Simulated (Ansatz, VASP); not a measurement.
## Two plane-wave programs on TaN

The input INCAR:

```
  PREC = Accurate
  ENCUT = 1330
  EDIFF = 1E-6
  ISMEAR = 0
  SIGMA = 0.15
  LREAL = False
  LASPH = True
  NELM = 120
  ALGO = Normal
  ISIF = 2
  LWAVE = False
  LCHARG = False
  GGA = CA
  NBANDS = 16
  GGA_COMPAT = False
```

File KPOINTS:

```
regular mesh
0
Gamma
  18 18 18
```

File POSCAR:

```
TaN
1.0
    0.0000000000      2.1557928146      2.1557928146
    2.1557928146      0.0000000000      2.1557928146
    2.1557928146      2.1557928146      0.0000000000
Ta N
1 1
Direct
    0.5000000000      0.5000000000      0.5000000000
    0.0000000000      0.0000000000      0.0000000000
```

Input for Ansatz:

```yaml
crystal:
  lattice:
    - [0.0, 2.1557928146, 2.1557928146]
    - [2.1557928146, 0.0, 2.1557928146]
    - [2.1557928146, 2.1557928146, 0.0]
  atoms:
    - { symbol: Ta, position: [0.5, 0.5, 0.5] }
    - { symbol: "N", position: [0.0, 0.0, 0.0] }
basis:
  ecutwfc: 520.0
kpoints:
  mp_grid: { grid: [18, 18, 18] }
hamiltonian:
  xc: lda
  pseudopotentials: { kind: paw, azcp: { folder: soft_1 } }
scf:
  occupations: { method: gaussian, width: 0.15 }
output:
  forces: true
  stress: true
  eigenvalues: true
```

Change from the starting cell: mode 4 frozen in at +0.000 Å, equal normal strain along x, y and z -0.0083.

Alike in both runs: task single point; functional LDA; k mesh 18 × 18 × 18; occupations gaussian, width 0.15 eV; no spin polarisation.

|  | VASP | Ansatz |
| --- | --- | --- |
| version | VASP 6.6.1 | Ansatz 0.2.0 |
| potentials or method | VASP PAW LDA potentials, release 64 (Ta_sv_GW, N_h), cutoff 1330 eV | scalar-relativistic, plane waves, PAW |
| valence electrons in the cell | 18 | 18 |

```csv
,VASP,Ansatz,Ansatz less VASP
gap on the k mesh at the Fermi level (eV),none,none,-
pressure (GPa),12.1,9.9,-2.19
```

Ansatz warns that its potentials were made for another functional, while VASP's fit it. LDA's correlation is that of Perdew and Zunger in VASP and of Perdew and Wang (1992) in Ansatz. A gap of «none» marks a metal or a gap that the smearing closes.

Spin-orbit coupling is off throughout.
